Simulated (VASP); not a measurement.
Wanted: the native input for a VASP 6.6.1 run.

| Quantity | Value |
| --- | --- |
| Task | single point |
| Functional | PBE |
| Potentials or basis | VASP PAW PBE potentials, release 64 (Fe) |
| Cutoff | 520 eV |
| k mesh | 21 × 21 × 21 |
| Occupations | fermi-dirac, width 0.1 eV |
| Spin | collinear spin, ferromagnetic start |
| Starting moments | [2.5] μB |
| Dipole correction | no |
| Further INCAR settings | ALGO = Normal; EDIFF = 1e-06; NBANDS = 14 |

The structure of Fe lies in POSCAR:

```
Fe
1.0
   -1.1806107552      1.1806107552      1.1806107552
    1.1806107552     -1.1806107552      1.1806107552
    1.1806107552      1.1806107552     -1.1806107552
Fe
1
Direct
    0.0000000000      0.0000000000      0.0000000000
```

The input as run:

INCAR

```
ALGO     = Normal         # electronic algorithm
EDIFF    = 1E-6           # SCF threshold, eV
ENCUT    = 520            # plane-wave cutoff, eV
GGA      = PE             # functional
ISIF     = 2              # what is computed and relaxed
ISMEAR   = -1             # smearing method
ISPIN    = 2              # spin polarisation
LASPH    = T              # aspherical terms in the spheres
LCHARG   = F              # write CHGCAR
LMAXMIX  = 4              # l up to which the mixer works
LORBIT   = 11             # projections on sites
LREAL    = F              # projectors in reciprocal space
LWAVE    = F              # write WAVECAR
MAGMOM   = 2.5            # initial moments
NBANDS   = 14             # bands
NELM     = 150            # most SCF steps
PREC     = Accurate       # precision mode
SIGMA    = 0.1            # smearing width, eV
```

KPOINTS

```
k-points
0
Gamma
  21 21 21
```

Potentials or basis: VASP PAW PBE potentials, release 64 (Fe).

Launch:

```bash
$ cat potpaw_PBE.64/Fe/POTCAR > POTCAR
$ mpirun -np 1 vasp_std > vasp.out
```

It gave:

```json
{
 "Pressure": "361.6 GPa",
 "Net moment": "0.58 μB per cell",
 "Site moments": "Fe +0.55 μB"
}
```

Caveat: the cell stands under pressure.

Wall time 80 s on 1 thread of AMD EPYC 7R13, with other jobs on the host, peak memory 0.12 GiB.
